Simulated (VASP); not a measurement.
# Li (Im-3m) in VASP: a series of runs, part 2 of 2

VASP 6.6.1. The steps go on from the part before.

## Step 4: Single point, PBEsol-based global hybrid with 25 % exact exchange

This run uses another cell than the first one, of 21.18 Å³/atom.

POSCAR

```
Li
1.0
   -1.7428734707      1.7428734707      1.7428734707
    1.7428734707     -1.7428734707      1.7428734707
    1.7428734707      1.7428734707     -1.7428734707
Li
1
Direct
    0.0000000000      0.0000000000      0.0000000000
```

INCAR.step1

```
SYSTEM = Li
PREC = Accurate ; ENCUT = 520
EDIFF = 1E-5 ; ISMEAR = -1
SIGMA = 0.05 ; LREAL = .False.
LASPH = .True. ; NELM = 80
ALGO = Normal ; ISIF = 2
LWAVE = .True. ; LCHARG = .False.
GGA = PE ; NBANDS = 8
```

INCAR.step2

```
SYSTEM = Li
PREC = Accurate ; ENCUT = 520
EDIFF = 1E-7 ; ISMEAR = -1
SIGMA = 0.05 ; LREAL = .False.
LASPH = .True. ; NELM = 80
ALGO = Normal ; ISIF = 2
LWAVE = .False. ; LCHARG = .False.
GGA = PS ; LHFCALC = .True.
AEXX = 0.25 ; PRECFOCK = Normal
ISTART = 1 ; NBANDS = 8
```

KPOINTS

```
Automatic mesh
0
Gamma
  6 6 6
  0 0 0
```

Potentials or basis: VASP PAW PBE potentials, release 64 (Li_sv).

Launch:

```console
$ cat potpaw_PBE.64/Li_sv/POTCAR > POTCAR
$ cp INCAR.step1 INCAR
$ mpirun -np 1 vasp_std > vasp.out
$ cp INCAR.step2 INCAR
$ mpirun -np 1 vasp_std > vasp.out
```

OUTCAR:

```text
SYSTEM = Li
   PREC = Accurate
   ENCUT = 520
   EDIFF = 1E-7
   ISMEAR = -1
   LREAL = .False.
   LASPH = .True.
   NELM = 80
   ISIF = 2
   GGA = PS
   LHFCALC = .True.
   AEXX = 0.25
   PRECFOCK = Normal
   ISTART = 1

 ion  position               nearest neighbor table
   1  0.000  0.000  0.000-

  LATTYP: Found a body centered cubic cell.
 ALAT       =     3.4857469414

  Lattice vectors:

 A1 = (  -1.7428734707,   1.7428734707,   1.7428734707)
 A2 = (   1.7428734707,  -1.7428734707,   1.7428734707)
 A3 = (   1.7428734707,   1.7428734707,  -1.7428734707)

Analysis of symmetry for initial positions (statically):
=====================================================================
 Subroutine PRICEL returns:
 Original cell was already a primitive cell.

 Routine SETGRP: Setting up the symmetry group for a
 body centered cubic supercell.

 Subroutine GETGRP returns: Found 48 space group operations
 (whereof 48 operations were pure point group operations)
 out of a pool of 48 trial point group operations.

The static configuration has the point symmetry O_h .
[... 157 lines left out ...]

 E-fermi :   0.5855     XC(G=0):  -5.4697

 val. band max:       -0.2656168197   @ k =   0.1667   0.1667   0.1667
 cond. band min:       0.5980203460   @ k =   0.3333   0.1667   0.0000
 fundamental gap:      0.8636371657
 Fermi energy:         0.5854544225

 k-point     1 :       0.0000    0.0000    0.0000
  band No.  band energies     occupation
      1     -49.7574      2.00000
      2      -4.2208      2.00000
      3      15.9006      0.00000
      4      15.9006      0.00000
      5      15.9007      0.00000
      6      20.4479      0.00000
      7      20.4479      0.00000
      8      20.4479      0.00000
[... 155 lines left out ...]
 k-point    16 :       0.5000    0.5000    0.5000
  band No.  band energies     occupation
      1     -49.7282      2.00000
      2       6.8482      0.00000
      3       6.8482      0.00000
      4       6.8483      0.00000
      5       8.9952      0.00000
      6       8.9952      0.00000
      7      14.7451      0.00000
      8      29.6327      0.00000

------------------------ aborting loop because EDIFF is reached ----------------------------------------

  FORCE on cell =-STRESS in cart. coord.  units (eV):
  Direction    XX          YY          ZZ          XY          YZ          ZX
  --------------------------------------------------------------------------------------
  -------------------------------------------------------------------------------------
  Total       -0.0281258     -0.0281258     -0.0281258      0.0000000      0.0000000      0.0000000
  in kB       -2.1279300     -2.1279300     -2.1279300      0.0000000      0.0000000      0.0000000
  external PRESSURE =      -2.1279300 kB  Pullay stress =       0.0000000 kB

 VOLUME and BASIS-vectors are now :
 -----------------------------------------------------------------------------
  energy-cutoff  :      520.00
  volume of cell :       21.18
      direct lattice vectors                 reciprocal lattice vectors
    -1.742873471  1.742873471  1.742873471     0.000000000  0.286882558  0.286882558
     1.742873471 -1.742873471  1.742873471     0.286882558  0.000000000  0.286882558
     1.742873471  1.742873471 -1.742873471     0.286882558  0.286882558  0.000000000

 POSITION                                       TOTAL-FORCE (eV/Angst)
 -----------------------------------------------------------------------------------
      0.00000      0.00000      0.00000         0.000000     -0.000000      0.000000
 -----------------------------------------------------------------------------------
    total drift:                               -0.000000      0.000000      0.000000

  FREE ENERGIE OF THE ION-ELECTRON SYSTEM (eV)
  ---------------------------------------------------
  free  energy   TOTEN  =        -2.1234760748 eV

  energy  without entropy=       -2.1082465896  energy(sigma->0) =       -2.11586133
```

OSZICAR.step1:

```text
N       E                     dE             d eps       ncg     rms          rms(c)
DAV:   1    -0.286863705283E+00   -0.28686E+00   -0.63712E+02   256   0.253E+02
DAV:   2    -0.185808654788E+01   -0.15712E+01   -0.15437E+01   376   0.328E+01
DAV:   3    -0.187551493465E+01   -0.17428E-01   -0.17428E-01   264   0.274E+00
DAV:   4    -0.187579728053E+01   -0.28235E-03   -0.28235E-03   400   0.320E-01
DAV:   5    -0.187579753128E+01   -0.25075E-06   -0.25070E-06   280   0.113E-02    0.252E-01
DAV:   6    -0.187460814284E+01    0.11894E-02   -0.28577E-04   432   0.697E-02    0.143E-01
DAV:   7    -0.187399917099E+01    0.60897E-03   -0.66408E-04   416   0.102E-01    0.268E-02
DAV:   8    -0.187400199397E+01   -0.28230E-05   -0.58365E-06   272   0.168E-02
   1 F= -.18740020E+01 E0= -.18663176E+01  d E =-.153687E-01
```

It took 79 s on 1 thread of Intel Xeon Platinum 8259CL at 2.50GHz (Skylake/Cascade Lake), shared host; peak memory 0.13 GiB.

Results:

* Free energy: -2.1235 eV
* Band gap on the k mesh: zero (an odd number of electrons rules out a gap without spin polarisation)

Caveat: the k points lie up to 0.42 Å⁻¹ apart, too coarse for converged energies and pressures of a metal; the cutoff is under 1.25 times the usual one of these potentials, so pressure, stress and relaxed cells hold a basis-set (Pulay) error; the PAW data sets were made with another functional, which shifts forces and pressure a little.

## Step 5: Summary

```tsv
cell	gap on the mesh (eV)
a = 2.977 Å, angles 109.5°, 1 atom	none
a = 2.998 Å, angles 109.5°, 1 atom	none
a = 3.019 Å, angles 109.5°, 1 atom	none
```

Alike in all rows: task single point; level PBEsol-based global hybrid with 25 % exact exchange; potentials or basis VASP PAW PBE potentials, release 64 (Li_sv); no spin polarisation; k mesh 6 × 6 × 6; cutoff (eV) 520; smearing fermi-dirac 0.05 eV.

Caveats: all runs use coarse meshes; the cutoff is under 1.25 times the usual one of these potentials, so pressure, stress and relaxed cells hold a basis-set (Pulay) error; the PAW data sets were made with another functional, which shifts forces and pressure a little.

Absolute energies hang on the potentials; compare differences alone.

The gap in the log of VASP goes by the Fermi energy; the results here count the filled bands.